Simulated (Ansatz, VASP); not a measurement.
Be: VASP beside Ansatz

```
CELL_PARAMETERS angstrom
2.22689 0.00000 0.03209
0.00000 2.28215 0.00000
-0.04515 0.00000 3.11798
ATOMIC_POSITIONS crystal
Be 0.25001 0.75000 0.75000
Be 0.74999 0.25000 0.25000
```

Alike in both runs: functional PBE; k mesh 8 × 6 × 6; occupations gaussian, width 0.1 eV; no spin polarisation.

Ansatz relaxed the structure, and its values are those at the end. VASP's run is a single point on that final structure, the one shown.

|  | VASP | Ansatz |
| --- | --- | --- |
| version | VASP 6.6.1 | Ansatz 0.2.0 |
| potentials or method | VASP PAW PBE potentials, release 64 (Be), cutoff 520 eV | scalar-relativistic, plane waves, PAW |
| valence electrons in the cell | 4 | 4 |

Ansatz gave:

```
gap on the k mesh at the Fermi level (eV) : none
pressure (GPa)                            : 0.1
```

Q: Which values does VASP return?

A: gap on the k mesh at the Fermi level (eV): none; pressure (GPa): 0.2.

A gap of «none» marks a metal or a gap that the smearing closes. The functional is the same, so the differences come from potentials, cutoffs and numerics.

The k mesh is coarse, so the values compare programs but aren't converged.
